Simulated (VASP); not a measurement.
# Sc5AlN6 (P4/mmm) in VASP: single point with r2SCAN

Aim: the single point of Sc5AlN6 with r2SCAN.

Everything below comes from runs of VASP 6.6.1. Logs are shortened: lines on timing, memory, paths and dates and some standing lists are left out, and cuts for length are marked.

### 1 The cell of the first run

The structure is tetragonal, space group P4/mmm (No. 123). The conventional cell has a = 3.160 Å, b = 3.160 Å, c = 13.294 Å, α = 90.00°, β = 90.00°, γ = 90.00°. Within 2.8 Å of Sc (site symmetry 4mm) lie 6 N at 2.11 to 2.28 Å. Sc (site symmetry 4mm) has 6 N at 2.23 to 2.31 Å within 3.0 Å. Sc (site symmetry 4/mmm) has 6 N at 2.23 to 2.26 Å within 3.0 Å. Al (site symmetry 4/mmm) has 6 N at 2.07 to 2.23 Å within 2.7 Å. Within 2.8 Å of N (site symmetry 4/mmm) lie 2 Sc at 2.11 Å and 4 Al at 2.23 Å. N (site symmetry 4mm) has 1 Al at 2.07 Å and 5 Sc at 2.24 to 2.31 Å within 2.7 Å. Within 3.0 Å of N (site symmetry 4mm) lie 6 Sc at 2.23 to 2.28 Å. N (site symmetry 4/mmm) has 6 Sc at 2.23 to 2.27 Å within 3.0 Å.

### 2 Single point, r2SCAN

File POSCAR:

```
Sc5AlN6
1.0
    3.1604587000      0.0000000000      0.0000000000
    0.0000000000      3.1604587000      0.0000000000
    0.0000000000      0.0000000000     13.2943238000
Sc Al N
5 1 6
Direct
    0.0000000000      0.0000000000      0.6587730000
    0.0000000000      0.0000000000      0.3412270000
    0.5000000000      0.5000000000      0.1706020000
    0.0000000000      0.0000000000      0.0000000000
    0.5000000000      0.5000000000      0.8293980000
    0.5000000000      0.5000000000      0.5000000000
    0.0000000000      0.0000000000      0.5000000000
    0.5000000000      0.5000000000      0.3440950000
    0.0000000000      0.0000000000      0.1699400000
    0.5000000000      0.5000000000      0.0000000000
    0.0000000000      0.0000000000      0.8300600000
    0.5000000000      0.5000000000      0.6559050000
```

File INCAR.step1:

```
SYSTEM = Sc5AlN6
ALGO = Normal
EDIFF = 1E-4
ENCUT = 520
GGA = PE
ISMEAR = 0
LASPH = .TRUE.
LCHARG = .FALSE.
LREAL = .FALSE.
LWAVE = .TRUE.
NBANDS = 56
NELM = 100
PREC = Accurate
SIGMA = 0.01
```

File INCAR.step2:

```
SYSTEM = Sc5AlN6
ALGO = Normal
EDIFF = 1E-6
ENCUT = 520
ISIF = 2
ISMEAR = 0
ISTART = 1
LASPH = .TRUE.
LCHARG = .FALSE.
LMIXTAU = .TRUE.
LREAL = .FALSE.
LWAVE = .FALSE.
METAGGA = R2SCAN
NBANDS = 56
NELM = 100
PREC = Accurate
SIGMA = 0.01
```

File KPOINTS:

```
k-points
0
G
  12 12 4
  0 0 0
```

Potentials or basis: VASP PAW PBE potentials, release 64 (Sc_sv, Al, N).

The run is started by

```
$ cat potpaw_PBE.64/Sc_sv/POTCAR potpaw_PBE.64/Al/POTCAR potpaw_PBE.64/N/POTCAR > POTCAR
$ cp INCAR.step1 INCAR
$ mpirun -np 1 vasp_std > vasp.out
$ cp INCAR.step2 INCAR
$ mpirun -np 1 vasp_std > vasp.out
```

OUTCAR:

```text
SYSTEM = Sc5AlN6
   EDIFF = 1E-6
   ENCUT = 520
   ISIF = 2
   ISMEAR = 0
   ISTART = 1
   LASPH = .TRUE.
   LREAL = .FALSE.
   METAGGA = R2SCAN
   NELM = 100
   PREC = Accurate

 ion  position               nearest neighbor table
   1  0.000  0.000  0.659-   7 2.11  12 2.24  12 2.24  12 2.24  12 2.24  11 2.28   6 3.07   6 3.07
                             6 3.07   6 3.07   5 3.18   5 3.18   5 3.18   5 3.18
   2  0.000  0.000  0.341-   7 2.11   8 2.24   8 2.24   8 2.24   8 2.24   9 2.28   6 3.07   6 3.07
                             6 3.07   6 3.07   3 3.18   3 3.18   3 3.18   3 3.18
   3  0.500  0.500  0.171-   9 2.23   9 2.23   9 2.23   9 2.23  10 2.27   8 2.31   4 3.18   4 3.18
                             4 3.18   4 3.18   2 3.18   2 3.18   2 3.18   2 3.18
   4  0.000  0.000  0.000-  10 2.23  10 2.23  10 2.23  10 2.23  11 2.26   9 2.26   5 3.18   5 3.18
                             3 3.18   5 3.18   3 3.18   3 3.18   5 3.18   3 3.18
   5  0.500  0.500  0.829-  11 2.23  11 2.23  11 2.23  11 2.23  10 2.27  12 2.31   4 3.18   4 3.18
                             4 3.18   4 3.18   1 3.18   1 3.18   1 3.18   1 3.18
   6  0.500  0.500  0.500-   8 2.07  12 2.07   7 2.23   7 2.23   7 2.23   7 2.23   2 3.07   2 3.07
                             1 3.07   2 3.07   1 3.07   1 3.07   2 3.07   1 3.07
   7  0.000  0.000  0.500-   1 2.11   2 2.11   6 2.23   6 2.23   6 2.23   6 2.23
   8  0.500  0.500  0.344-   6 2.07   2 2.24   2 2.24   2 2.24   2 2.24   3 2.31
   9  0.000  0.000  0.170-   3 2.23   3 2.23   3 2.23   3 2.23   4 2.26   2 2.28
  10  0.500  0.500  0.000-   4 2.23   4 2.23   4 2.23   4 2.23   5 2.27   3 2.27
  11  0.000  0.000  0.830-   5 2.23   5 2.23   5 2.23   5 2.23   4 2.26   1 2.28
  12  0.500  0.500  0.656-   6 2.07   1 2.24   1 2.24   1 2.24   1 2.24   5 2.31

  LATTYP: Found a simple tetragonal cell.
 ALAT       =     3.1604587000
 C/A-ratio  =     4.2064538923

  Lattice vectors:

 A1 = (   3.1604587000,   0.0000000000,   0.0000000000)
 A2 = (   0.0000000000,   3.1604587000,   0.0000000000)
 A3 = (   0.0000000000,   0.0000000000,  13.2943238000)

Analysis of symmetry for initial positions (statically):
=====================================================================
 Subroutine PRICEL returns:
 Original cell was already a primitive cell.

 Routine SETGRP: Setting up the symmetry group for a
 simple tetragonal supercell.

 Subroutine GETGRP returns: Found 16 space group operations
 (whereof 16 operations were pure point group operations)
 out of a pool of 16 trial point group operations.

The static configuration has the point symmetry D_4h.

Analysis of symmetry for dynamics (positions and initial velocities):
=====================================================================
 Subroutine PRICEL returns:
 Original cell was already a primitive cell.

 Routine SETGRP: Setting up the symmetry group for a
 simple tetragonal supercell.
[... 139 lines left out ...]
   EFERMI =   0.00;   METHOD = LEGACY
   ISMEAR =     0;   SIGMA  =   0.01  broadening in eV -4-tet -1-fermi 0-gaus
   EFERMI_NEDOS =   21; number of points for ismear=-14 and -15
   IALGO  =     38    algorithm
   IMIX   =      4    mixing-type and parameters
     AMIX     =   0.40;   BMIX     =  1.00
     AMIX_MAG =   1.60;   BMIX_MAG =  1.00
  volume/ion in A,a.u.               =      11.07        74.68
  Fermi-wavevector in a.u.,A,eV,Ry     =   1.427294  2.697195 27.717371  2.037169
  Thomas-Fermi vector in A             =   2.547479
   LORBIT       =      0    0 simple, 1 ext, 2 COOP (PROOUT), +10 PAW based schemes
   METAGGA = R2SCAN    functional components
   LHFCALC =     F    Hartree Fock is set to
   AEXX    =    0.0000 exact exchange contribution
   IVDW    =     0    specifies the selected vdW correction
   LEPSILON=     F    determine dielectric tensor
   LRPA    =     F    only Hartree local field effects (RPA)
 non-spin polarized calculation
 Gauss-broadening in eV      SIGMA  =   0.01
  energy-cutoff  :      520.00
  volume of cell :      132.79
 maximum number of plane-waves:      3628
 NGX is ok and might be reduce to    24
   NGX = 11   NGY = 11   NGZ = 49

 number of electron      88.0000002 magnetization

 Free energy of the ion-electron system (eV)
  ---------------------------------------------------
  ext. energy  EPLUGINS =         0.00000000
  ---------------------------------------------------
  free energy    TOTEN  =      -142.47736617 eV

  energy without entropy =     -142.47736617  energy(sigma->0) =     -142.47736617

 E-fermi :   6.0105     XC(G=0): -12.5943

 val. band max:        5.9585061240   @ k =   0.0000   0.0000   0.0000
 cond. band min:       6.3757965151   @ k =   0.0000   0.0000   0.0000
 fundamental gap:      0.4172903911
 Fermi energy:         6.0104900632

 k-point     1 :       0.0000    0.0000    0.0000
  band No.  band energies     occupation
      1     -44.2792      2.00000
      2     -44.2651      2.00000
      3     -44.1298      2.00000
      4     -44.0245      2.00000
      5     -44.0240      2.00000
      6     -22.1908      2.00000
[... 1405 lines left out ...]
     55      11.5623      0.00000
     56      11.5979      0.00000

 [... further k-points ...]
[... 5 lines left out ...]
  --------------------------------------------------------------------------------------
  -------------------------------------------------------------------------------------
  Total       -0.7119002     -0.7119002     -0.9307406      0.0000000     -0.0000000     -0.0000000
  in kB       -8.5894073     -8.5894073    -11.2298184      0.0000000     -0.0000000     -0.0000000
  external PRESSURE =      -9.4695444 kB  Pullay stress =       0.0000000 kB

 VOLUME and BASIS-vectors are now :
 -----------------------------------------------------------------------------
  energy-cutoff  :      520.00
  volume of cell :      132.79
      direct lattice vectors                 reciprocal lattice vectors
     3.160458700  0.000000000  0.000000000     0.316409767  0.000000000  0.000000000
     0.000000000  3.160458700  0.000000000     0.000000000  0.316409767  0.000000000
     0.000000000  0.000000000 13.294323800     0.000000000  0.000000000  0.075220072

 POSITION                                       TOTAL-FORCE (eV/Angst)
 -----------------------------------------------------------------------------------
      0.00000      0.00000      8.75794        -0.000000      0.000000     -0.032060
      0.00000      0.00000      4.53638         0.000000      0.000000      0.032060
      1.58023      1.58023      2.26804        -0.000000     -0.000000      0.021428
      0.00000      0.00000      0.00000        -0.000000      0.000000      0.000000
      1.58023      1.58023     11.02629        -0.000000      0.000000     -0.021428
      1.58023      1.58023      6.64716        -0.000000      0.000000      0.000000
      0.00000      0.00000      6.64716        -0.000000      0.000000      0.000000
      1.58023      1.58023      4.57451        -0.000000      0.000000      0.135265
      0.00000      0.00000      2.25924         0.000000      0.000000     -0.001463
      1.58023      1.58023      0.00000        -0.000000      0.000000      0.000000
      0.00000      0.00000     11.03509        -0.000000      0.000000      0.001463
      1.58023      1.58023      8.71981         0.000000     -0.000000     -0.135265
 -----------------------------------------------------------------------------------
    total drift:                                0.000000     -0.000000      0.000000

  FREE ENERGIE OF THE ION-ELECTRON SYSTEM (eV)
  ---------------------------------------------------
  free  energy   TOTEN  =      -142.4773661685 eV

  energy  without entropy=     -142.4773661685  energy(sigma->0) =     -142.47736617
```

OUTCAR.step1:

```text
SYSTEM = Sc5AlN6
   EDIFF = 1E-4
   ENCUT = 520
   GGA = PE
   ISMEAR = 0
   LASPH = .TRUE.
   LREAL = .FALSE.
   NELM = 100
[... 1682 lines left out ...]
      1.58023      1.58023      0.00000         0.000000      0.000000      0.000000
      0.00000      0.00000     11.03509         0.000000     -0.000000     -0.002099
      1.58023      1.58023      8.71981         0.000000      0.000000     -0.036581
 -----------------------------------------------------------------------------------
    total drift:                                0.000000     -0.000000      0.000000

  FREE ENERGIE OF THE ION-ELECTRON SYSTEM (eV)
  ---------------------------------------------------
  free  energy   TOTEN  =      -105.7966179573 eV

  energy  without entropy=     -105.7966169092  energy(sigma->0) =     -105.79661743
```

OSZICAR.step1:

```text
N       E                     dE             d eps       ncg     rms          rms(c)
DAV:   1     0.154490352406E+04    0.15449E+04   -0.38807E+04  9416   0.175E+03
DAV:   2     0.138780613867E+03   -0.14061E+04   -0.13811E+04 11656   0.696E+02
DAV:   3    -0.107235219994E+03   -0.24602E+03   -0.23707E+03 15360   0.287E+02
DAV:   4    -0.130223993856E+03   -0.22989E+02   -0.22757E+02 15016   0.838E+01
DAV:   5    -0.131126421700E+03   -0.90243E+00   -0.89886E+00 15352   0.230E+01    0.341E+01
DAV:   6    -0.106504771591E+03    0.24622E+02   -0.15179E+02 14336   0.626E+01    0.144E+01
DAV:   7    -0.106025398032E+03    0.47937E+00   -0.91413E+00 15096   0.212E+01    0.961E+00
DAV:   8    -0.105864753412E+03    0.16064E+00   -0.17604E+00 13576   0.997E+00    0.401E+00
DAV:   9    -0.105798017794E+03    0.66736E-01   -0.18393E-01 13552   0.350E+00    0.769E-01
DAV:  10    -0.105798517079E+03   -0.49928E-03   -0.76090E-02 13600   0.128E+00    0.388E-01
DAV:  11    -0.105796600568E+03    0.19165E-02   -0.93744E-03 14248   0.678E-01    0.195E-01
DAV:  12    -0.105796593257E+03    0.73115E-05   -0.39247E-03 12320   0.279E-01    0.922E-02
DAV:  13    -0.105796617957E+03   -0.24700E-04   -0.56983E-04 11520   0.198E-01
   1 F= -.10579662E+03 E0= -.10579662E+03  d E =-.104802E-05
```

Run time: 75 min. Hardware: 1 thread of Oxide Virtual Turin-like, shared host; peak memory 0.54 GiB.

Results:

```
Free energy            : -142.4774 eV
Pressure               : -0.9 GPa
Largest force          : 0.135 eV/Å
Band gap on the k mesh : 0.42 eV
```

Forces in eV/Å, atoms in the order of the input:
```
Sc   0.000  0.000 -0.032
Sc   0.000  0.000  0.032
Sc   0.000  0.000  0.021
Sc   0.000  0.000  0.000
Sc   0.000  0.000 -0.021
Al   0.000  0.000  0.000
N    0.000  0.000  0.000
N    0.000  0.000  0.135
N    0.000  0.000 -0.001
N    0.000  0.000  0.000
N    0.000  0.000  0.001
N    0.000  0.000 -0.135
```

Stress tensor (GPa, compression positive):
```
-0.86  0.00  0.00
 0.00 -0.86  0.00
 0.00  0.00 -1.12
```

Levels at points of the mesh, in eV from the valence-band top:
| k point | band 40 | band 41 | band 42 | band 43 | band 44 | band 45 | band 46 | band 47 | band 48 | band 49 |
| --- | --- | --- | --- | --- | --- | --- | --- | --- | --- | --- |
| (0.00, 0.00, 0.00) | -0.56 | -0.56 | -0.08 | 0.00 | 0.00 | 0.42 | 0.82 | 1.32 | 2.02 | 2.47 |
| (0.50, 0.00, 0.00) | -2.64 | -2.62 | -1.96 | -1.76 | -1.38 | 4.53 | 4.53 | 4.63 | 4.71 | 4.73 |
| (0.50, 0.50, 0.00) | -2.17 | -1.60 | -1.04 | -1.04 | -0.88 | 0.61 | 0.61 | 2.62 | 2.62 | 3.35 |
| (0.00, 0.00, 0.50) | -0.78 | -0.23 | -0.23 | -0.21 | -0.21 | 0.44 | 0.76 | 1.43 | 1.90 | 2.52 |
| (0.50, 0.00, 0.50) | -2.63 | -2.58 | -2.03 | -1.70 | -1.38 | 4.51 | 4.52 | 4.55 | 4.72 | 4.73 |
| (0.50, 0.50, 0.50) | -1.66 | -1.48 | -1.48 | -1.48 | -1.38 | 1.14 | 1.14 | 1.79 | 1.79 | 4.21 |

Caveat: the PAW data sets were made with another functional, which shifts forces and pressure a little. A k mesh can miss the band edges.
